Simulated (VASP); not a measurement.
# HfC in VASP: further runs

Runs on HfC. Level: PBEsol. Tasks: single point.

All numbers are computed with VASP 6.6.1; they aren't measurements. Logs are shortened: lines on timing, memory, paths and dates and some standing lists are left out, and cuts for length are marked.

### 1 The cell of the first run

The cell holds a slab with vacuum, 12 atoms: a = 3.258 Å, b = 3.258 Å, c = 33.542 Å, α = 90.00°, β = 90.00°, γ = 90.00°.

### 2 Single point, PBEsol

INCAR

```
PREC     = Accurate       # precision mode
ENCUT    = 520            # plane-wave cutoff, eV
EDIFF    = 1E-6           # SCF threshold, eV
ISMEAR   = 0              # smearing method
SIGMA    = 0.1            # smearing width, eV
LREAL    = F              # projectors in reciprocal space
LASPH    = T              # aspherical terms in the spheres
NELM     = 100            # most SCF steps
ALGO     = Normal         # electronic algorithm
ISIF     = 2              # what is computed and relaxed
LWAVE    = F              # write WAVECAR
LCHARG   = F              # write CHGCAR
LDIPOL   = T            
IDIPOL   = 3            
DIPOL    = 0.5 0.5 0.500
GGA      = PS             # functional
NBANDS   = 54             # bands
```

KPOINTS

```
Automatic mesh
0
Gamma
  10 10 1
```

POSCAR

```
HfC
1.0
    3.2580963670      0.0000000000      0.0000000000
    0.0000000000      3.2580963670      0.0000000000
    0.0000000000      0.0000000000     33.5415769010
Hf C
6 6
Direct
    0.9999999999      0.0000000000      0.3308308414
    0.5000000000      0.5000000000      0.3977449930
    0.9999999999      0.0000000000      0.4657898105
    0.5000000000      0.5000000000      0.5342101894
    0.9999999999      0.0000000000      0.6022550069
    0.5000000000      0.5000000000      0.6691691583
    0.5000000000      0.5000000000      0.3279511882
    0.9999999999      0.0000000000      0.3965429384
    0.5000000000      0.5000000000      0.4653410295
    0.9999999999      0.0000000000      0.5346589699
    0.5000000000      0.5000000000      0.6034570619
    0.9999999999      0.0000000000      0.6720488118
```

Potentials or basis: VASP PAW PBE potentials, release 64 (Hf_pv, C).

On the command line:

```bash
cat potpaw_PBE.64/Hf_pv/POTCAR potpaw_PBE.64/C/POTCAR > POTCAR
mpirun -np 1 vasp_std > vasp.out
```

OUTCAR:

```text
PREC = Accurate
   ENCUT = 520
   EDIFF = 1E-6
   ISMEAR = 0
   LREAL = F
   LASPH = T
   NELM = 100
   ISIF = 2
   GGA = PS

 ion  position               nearest neighbor table
   1  1.000  0.000  0.331-   8 2.20   7 2.31   7 2.31   7 2.31   7 2.31   2 3.22   2 3.22   2 3.22
                             2 3.22
   2  0.500  0.500  0.398-   9 2.27   8 2.30   8 2.30   8 2.30   8 2.30   7 2.34   1 3.22   1 3.22
                             1 3.22   1 3.22   3 3.24   3 3.24   3 3.24   3 3.24
   3  1.000  0.000  0.466-   9 2.30   9 2.30   9 2.30   9 2.30  10 2.31   8 2.32   2 3.24   2 3.24
                             2 3.24   2 3.24   4 3.25   4 3.25   4 3.25   4 3.25
   4  0.500  0.500  0.534-  10 2.30  10 2.30  10 2.30  10 2.30   9 2.31  11 2.32   5 3.24   5 3.24
                             5 3.24   5 3.24   3 3.25   3 3.25   3 3.25   3 3.25
   5  1.000  0.000  0.602-  10 2.27  11 2.30  11 2.30  11 2.30  11 2.30  12 2.34   6 3.22   6 3.22
                             6 3.22   6 3.22   4 3.24   4 3.24   4 3.24   4 3.24
   6  0.500  0.500  0.669-  11 2.20  12 2.31  12 2.31  12 2.31  12 2.31   5 3.22   5 3.22   5 3.22
                             5 3.22
   7  0.500  0.500  0.328-   1 2.31   1 2.31   1 2.31   1 2.31   2 2.34
   8  1.000  0.000  0.397-   1 2.20   2 2.30   2 2.30   2 2.30   2 2.30   3 2.32
   9  0.500  0.500  0.465-   2 2.27   3 2.30   3 2.30   3 2.30   3 2.30   4 2.31
  10  1.000  0.000  0.535-   5 2.27   4 2.30   4 2.30   4 2.30   4 2.30   3 2.31
  11  0.500  0.500  0.603-   6 2.20   5 2.30   5 2.30   5 2.30   5 2.30   4 2.32
  12  1.000  0.000  0.672-   6 2.31   6 2.31   6 2.31   6 2.31   5 2.34

  LATTYP: Found a simple tetragonal cell.
 ALAT       =     3.2580963670
 C/A-ratio  =    10.2948388024

  Lattice vectors:

 A1 = (   3.2580963670,   0.0000000000,   0.0000000000)
 A2 = (   0.0000000000,   3.2580963670,   0.0000000000)
 A3 = (   0.0000000000,   0.0000000000,  33.5415769010)

Analysis of symmetry for initial positions (statically):
=====================================================================
 Subroutine PRICEL returns:
 Original cell was already a primitive cell.

 Routine SETGRP: Setting up the symmetry group for a
 simple tetragonal supercell.

 Subroutine GETGRP returns: Found 16 space group operations
 (whereof  8 operations were pure point group operations)
 out of a pool of 16 trial point group operations.

The static configuration has the point symmetry C_4v.
 The point group associated with its full space group is D_4h.

Analysis of symmetry for dynamics (positions and initial velocities):
=====================================================================
 Subroutine PRICEL returns:
 Original cell was already a primitive cell.

 Routine SETGRP: Setting up the symmetry group for a
 simple tetragonal supercell.

 Subroutine GETGRP returns: Found 16 space group operations
 (whereof  8 operations were pure point group operations)
 out of a pool of 16 trial point group operations.

The dynamic configuration has the point symmetry C_4v.
 The point group associated with its full space group is D_4h.

 Subroutine INISYM returns: Found 16 space group operations
 (whereof  8 operations are pure point group operations),
 and found     1 'primitive' translations

----------------------------------------------------------------------------------------

                                     Primitive cell

  volume of cell :     356.0503

  direct lattice vectors                    reciprocal lattice vectors
     3.258096367  0.000000000  0.000000000     0.306927693  0.000000000  0.000000000
     0.000000000  3.258096367  0.000000000     0.000000000  0.306927693  0.000000000
     0.000000000  0.000000000 33.541576901     0.000000000  0.000000000  0.029813744

  length of vectors
     3.258096367  3.258096367 33.541576901     0.306927693  0.306927693  0.029813744

  position of ions in fractional coordinates (direct lattice)
     1.000000000  0.000000000  0.330830841
     0.500000000  0.500000000  0.397744993
     1.000000000  0.000000000  0.465789810
     0.500000000  0.500000000  0.534210189
     1.000000000  0.000000000  0.602255007
     0.500000000  0.500000000  0.669169158
     0.500000000  0.500000000  0.327951188
     1.000000000  0.000000000  0.396542938
     0.500000000  0.500000000  0.465341030
     1.000000000  0.000000000  0.534658970
     0.500000000  0.500000000  0.603457062
     1.000000000  0.000000000  0.672048812

  ion indices of the primitive-cell ions
   primitive index   ion index
                 1           1
                 2           2
                 3           3
                 4           4
                 5           5
                 6           6
                 7           7
                 8           8
                 9           9
                10          10
                11          11
                12          12

----------------------------------------------------------------------------------------

 KPOINTS: Automatic mesh

Automatic generation of k-mesh.
 Grid dimensions read from file:
 generate k-points for:   10   10    1

 Generating k-lattice:

  Cartesian coordinates                     Fractional coordinates (reciprocal lattice)
     0.030692769  0.000000000  0.000000000     0.100000000  0.000000000  0.000000000
     0.000000000  0.030692769  0.000000000     0.000000000  0.100000000  0.000000000
     0.000000000  0.000000000  0.029813744     0.000000000  0.000000000  1.000000000

  Length of vectors
     0.030692769  0.030692769  0.029813744

  Shift w.r.t. Gamma in fractional coordinates (k-lattice)
     0.000000000  0.000000000  0.000000000

 Subroutine IBZKPT returns following result:
 ===========================================

 Found     21 irreducible k-points:

 Following reciprocal coordinates:
            Coordinates               Weight
  0.000000  0.000000  0.000000      1.000000
  0.100000  0.000000  0.000000      4.000000
  0.200000  0.000000  0.000000      4.000000
  0.300000  0.000000  0.000000      4.000000
  0.400000  0.000000  0.000000      4.000000
  0.500000  0.000000  0.000000      2.000000
[... 13 lines left out ...]
  0.500000  0.400000  0.000000      4.000000
  0.500000  0.500000  0.000000      1.000000
   k-points           NKPTS =     21   k-points in BZ     NKDIM =     21   number of bands    NBANDS=     54
   number of dos      NEDOS =    301   number of ions     NIONS =     12
   total plane-waves  NPLWV = 144000
   dimension x,y,z NGX =    24 NGY =   24 NGZ =  250
   dimension x,y,z NGXF=    48 NGYF=   48 NGZF=  500
   ions per type =               6   6
   NGX,Y,Z   is equivalent  to a cutoff of  12.25, 12.25, 12.39 a.u.
   NGXF,Y,Z  is equivalent  to a cutoff of  24.49, 24.49, 24.78 a.u.
 SYSTEM =  unknown system
   PREC   = accura    normal or accurate (medium, high low for compatibility)
   ISTART =      0    job   : 0-new  1-cont  2-samecut
   ICHARG =      2    charge: 1-file 2-atom 10-const
   ISPIN  =      1    spin polarized calculation?
   LNONCOLLINEAR =      F non collinear calculations
   LSORBIT =      F    spin-orbit coupling
   LASPH  =      T    aspherical Exc in radial PAW
   ENCUT  =  520.0 eV  38.22 Ry    6.18 a.u.   6.06  6.06 62.37*2*pi/ulx,y,z
   NELM   =    100;   NELMIN=  2; NELMDL= -5     # of ELM steps
   EDIFF  = 0.1E-05   stopping-criterion for ELM
   LREAL  =      F    real-space projection
   EDIFFG = 0.1E-04   stopping-criterion for IOM
   NSW    =      0    number of steps for IOM
   IBRION =     -1    ionic relax: 0-MD 1-quasi-New 2-CG
   NFREE  =      0    steps in history (QN), initial steepest desc. (CG)
   ISIF   =      2    stress and relaxation
   ISYM   =      2    0-nonsym 1-usesym 2-fastsym
   POTIM  = 0.5000    time-step for ionic-motion
   TEBEG  =    0.0;   TEEND  =   0.0 temperature during run
   PSTRESS=    0.0 pullay stress
   NELECT =      84.0000    total number of electrons
   NUPDOWN=      -1.0000    fix difference up-down
   EMIN   =  10.00;   EMAX   =-10.00  energy-range for DOS
   EFERMI =   0.00;   METHOD = LEGACY
   ISMEAR =     0;   SIGMA  =   0.10  broadening in eV -4-tet -1-fermi 0-gaus
   EFERMI_NEDOS =   21; number of points for ismear=-14 and -15
   IALGO  =     38    algorithm
   IMIX   =      4    mixing-type and parameters
     AMIX     =   0.40;   BMIX     =  1.00
     AMIX_MAG =   1.60;   BMIX_MAG =  1.00
  volume/ion in A,a.u.               =      29.67       200.23
  Fermi-wavevector in a.u.,A,eV,Ry     =   1.011574  1.911597 13.922585  1.023281
  Thomas-Fermi vector in A             =   2.144631
   LORBIT       =      0    0 simple, 1 ext, 2 COOP (PROOUT), +10 PAW based schemes
   GGA     = PS    functional components
   LHFCALC =     F    Hartree Fock is set to
   AEXX    =    0.0000 exact exchange contribution
   IVDW    =     0    specifies the selected vdW correction
   LEPSILON=     F    determine dielectric tensor
   LRPA    =     F    only Hartree local field effects (RPA)
 non-spin polarized calculation
 Gauss-broadening in eV      SIGMA  =   0.10
  energy-cutoff  :      520.00
  volume of cell :      356.05
 maximum number of plane-waves:      9664
   NGX = 13   NGY = 13   NGZ =125

 number of electron      84.0000025 magnetization

 dipolmoment           0.000000      0.000000      0.000000 electrons x Angstroem

 Free energy of the ion-electron system (eV)
  ---------------------------------------------------
  ext. energy  EPLUGINS =         0.00000000
  ---------------------------------------------------
  free energy    TOTEN  =      -130.57864580 eV

  energy without entropy =     -130.57088920  energy(sigma->0) =     -130.57476750

 E-fermi :   0.0102     XC(G=0):  -5.7153

 val. band max:       -0.0571843102   @ k =   0.1000   0.1000   0.0000
 cond. band min:       0.0121141951   @ k =   0.0000   0.0000   0.0000
 fundamental gap:      0.0692985053
 Fermi energy:         0.0101526138

 k-point     1 :       0.0000    0.0000    0.0000
  band No.  band energies     occupation
      1     -30.0331      2.00000
      2     -30.0029      2.00000
      3     -29.8937      2.00000
      4     -29.6993      2.00000
      5     -29.6037      2.00000
      6     -29.6037      2.00000
[... 46 lines left out ...]
     53       3.2519      0.00000
     54       3.2519      0.00000

 k-point     2 :       0.1000    0.0000    0.0000
  band No.  band energies     occupation
      1     -30.0187      2.00000
      2     -29.9987      2.00000
      3     -29.9043      2.00000
      4     -29.7392      2.00000
      5     -29.6275      2.00000
      6     -29.5932      2.00000
[... 46 lines left out ...]
     53       3.3060      0.00000
     54       3.3335      0.00000
[... 1024 lines left out ...]
     53       5.7497      0.00000
     54       5.7497      0.00000

 k-point    21 :       0.5000    0.5000    0.0000
  band No.  band energies     occupation
      1     -30.0025      2.00000
      2     -30.0025      2.00000
      3     -29.9100      2.00000
      4     -29.9100      2.00000
      5     -29.8257      2.00000
      6     -29.8257      2.00000
[... 46 lines left out ...]
     53       5.7276      0.00000
     54       5.7276      0.00000

------------------------ aborting loop because EDIFF is reached ----------------------------------------

 vacuum level on the upper side and lower side of the slab       (xc-potential included)        -0.009        -0.009

  FORCE on cell =-STRESS in cart. coord.  units (eV):
  Direction    XX          YY          ZZ          XY          YZ          ZX
  --------------------------------------------------------------------------------------
  -------------------------------------------------------------------------------------
  Total       -4.6308227     -4.6308227     -0.4489439      0.0000000      0.0000000      0.0000000
  in kB      -20.8380661    -20.8380661     -2.0201857      0.0000000      0.0000000      0.0000000
  external PRESSURE =     -14.5654393 kB  Pullay stress =       0.0000000 kB

 VOLUME and BASIS-vectors are now :
 -----------------------------------------------------------------------------
  energy-cutoff  :      520.00
  volume of cell :      356.05
      direct lattice vectors                 reciprocal lattice vectors
     3.258096367  0.000000000  0.000000000     0.306927693  0.000000000  0.000000000
     0.000000000  3.258096367  0.000000000     0.000000000  0.306927693  0.000000000
     0.000000000  0.000000000 33.541576901     0.000000000  0.000000000  0.029813744

 POSITION                                       TOTAL-FORCE (eV/Angst)
 -----------------------------------------------------------------------------------
      3.25810      0.00000     11.09659         0.000000      0.000000      0.034563
      1.62905      1.62905     13.34099         0.000000      0.000000     -0.021221
      3.25810      0.00000     15.62332         0.000000      0.000000     -0.000836
      1.62905      1.62905     17.91825         0.000000      0.000000      0.000836
      3.25810      0.00000     20.20058        -0.000000      0.000000      0.021221
      1.62905      1.62905     22.44499         0.000000      0.000000     -0.034563
      1.62905      1.62905     11.00000         0.000000      0.000000      0.019916
      3.25810      0.00000     13.30068        -0.000000      0.000000     -0.010467
      1.62905      1.62905     15.60827         0.000000      0.000000      0.002010
      3.25810      0.00000     17.93330        -0.000000      0.000000     -0.002010
      1.62905      1.62905     20.24090         0.000000      0.000000      0.010467
      3.25810      0.00000     22.54158         0.000000      0.000000     -0.019916
 -----------------------------------------------------------------------------------
    total drift:                                0.000000     -0.000000      0.000023

  FREE ENERGIE OF THE ION-ELECTRON SYSTEM (eV)
  ---------------------------------------------------
  free  energy   TOTEN  =      -130.5786457997 eV

  energy  without entropy=     -130.5708891997  energy(sigma->0) =     -130.57476750

 vacuum level on the upper side and lower side of the slab         4.188         4.188
```

It took 38 min on 1 thread of AMD EPYC, shared host; peak memory 0.54 GiB.

Results:

```
Free energy            : -130.5786 eV
Largest force          : 0.035 eV/Å
Band gap on the k mesh : zero (bands 42 and 43 overlap by 0.56 eV)
```

Forces in eV/Å, atoms in the order of the input:
```
Hf   0.000  0.000  0.035
Hf   0.000  0.000 -0.021
Hf   0.000  0.000 -0.001
Hf   0.000  0.000  0.001
Hf   0.000  0.000  0.021
Hf   0.000  0.000 -0.035
C    0.000  0.000  0.020
C    0.000  0.000 -0.010
C    0.000  0.000  0.002
C    0.000  0.000 -0.002
C    0.000  0.000  0.010
C    0.000  0.000 -0.020
```

Caveat: the PAW data sets were made with another functional, which shifts forces and pressure a little; spin-orbit coupling is left out, which moves the levels of the heavy elements.

(Part 1 of 2 ends here.)
